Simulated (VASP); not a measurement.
Here is a VASP 6.6.1 calculation.

INCAR

```
SYSTEM = PtSe2
PREC     = Accurate       ! precision mode
ENCUT    = 520            ! plane-wave cutoff, eV
EDIFF    = 1E-6           ! SCF threshold, eV
ISMEAR   = 0              ! smearing method
SIGMA    = 0.1            ! smearing width, eV
LREAL    = .FALSE.        ! projectors in reciprocal space
LASPH    = .TRUE.         ! aspherical terms in the spheres
NELM     = 100            ! most SCF steps
ALGO     = Normal         ! electronic algorithm
ISIF     = 2              ! what is computed and relaxed
LWAVE    = .FALSE.        ! write WAVECAR
LCHARG   = .FALSE.        ! write CHGCAR
LDIPOL   = .TRUE.       
IDIPOL   = 3            
DIPOL    = 0.5 0.5 0.500
NBANDS   = 56             ! bands
```

The input KPOINTS:

```
Automatic mesh
0
G
  12 12 1
  0 0 0
```

Contents of POSCAR:

```
PtSe2
1.0
    3.7540632127      0.0000000000      0.0000000000
   -1.8770316063      3.2511141096      0.0000000000
    0.0000000000      0.0000000000     60.0613416738
Se Pt
8 4
Direct
    0.6666666667      0.3333333333      0.3565263321
    0.3333333333      0.6666666667      0.3996315086
    0.6666666667      0.3333333333      0.4380673558
    0.3333333333      0.6666666667      0.4809991998
    0.6666666667      0.3333333333      0.5190008002
    0.3333333333      0.6666666667      0.5619326442
    0.6666666667      0.3333333333      0.6003684914
    0.3333333333      0.6666666667      0.6434736679
    0.0000000000      0.0000000000      0.3783553049
    0.0000000000      0.0000000000      0.4595325872
    0.0000000000      0.0000000000      0.5404674128
    0.0000000000      0.0000000000      0.6216446951
```

Potentials or basis: VASP PAW LDA potentials, release 64 (Se, Pt).

Command:

```sh
$ cat potpaw_LDA.64/Se/POTCAR potpaw_LDA.64/Pt/POTCAR > POTCAR
$ mpirun -np 1 vasp_std > vasp.out
```

Q: Estimate the band gap on the k mesh.

A: Zero (bands 44 and 45 overlap by 0.28 eV).

Q: Estimate the largest force.

A: 0.530 eV/Å.

Forces in eV/Å, atoms in the order of the input:
```
Se   0.000  0.000  0.530
Se   0.000  0.000 -0.372
Se   0.000  0.000  0.305
Se   0.000  0.000 -0.312
Se   0.000  0.000  0.312
Se   0.000  0.000 -0.305
Se   0.000  0.000  0.372
Se   0.000  0.000 -0.530
Pt   0.000  0.000 -0.073
Pt   0.000  0.000 -0.004
Pt   0.000  0.000  0.004
Pt   0.000  0.000  0.073
```

Caveat: spin-orbit coupling is left out, which moves the levels of the heavy elements.
